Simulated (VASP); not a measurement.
A run of VASP 6.6.1 is set up as follows.

INCAR

```
SYSTEM = Mg
PREC = Accurate ; ENCUT = 520
EDIFF = 1E-6 ; ISMEAR = -1
SIGMA = 0.05 ; LREAL = .False.
LASPH = .True. ; NELM = 80
ALGO = Normal ; ISIF = 2
LWAVE = .False. ; LCHARG = .False.
GGA = PE ; IVDW = 13
NBANDS = 12
```

File KPOINTS:

```
regular mesh
0
Gamma
  10 10 3
  0 0 0
```

File POSCAR:

```
Mg
1.0
    3.1712647960      0.0000000000      0.0000000000
   -1.5856323980      2.7463958754      0.0000000000
    0.0000000000      0.0000000000     10.4629515021
Mg
4
Direct
    0.6666666667      0.3333333333      0.7500000000
    0.0000000000      0.0000000000      0.5000000000
    0.3333333333      0.6666666667      0.2500000000
    0.0000000000      0.0000000000      0.0000000000
```

Potentials or basis: VASP PAW PBE potentials, release 64 (Mg).

Command:

```console
$ cat potpaw_PBE.64/Mg/POTCAR > POTCAR
$ mpirun -np 1 vasp_std > vasp.out
```

Problem. What does it give for the band gap on the k mesh?

Solution. Zero (band 4 reaches 3.27 eV, above the bottom of band 5 at 1.28 eV).

Problem. What does it give for the dispersion energy per atom?

Solution. -0.076 eV.
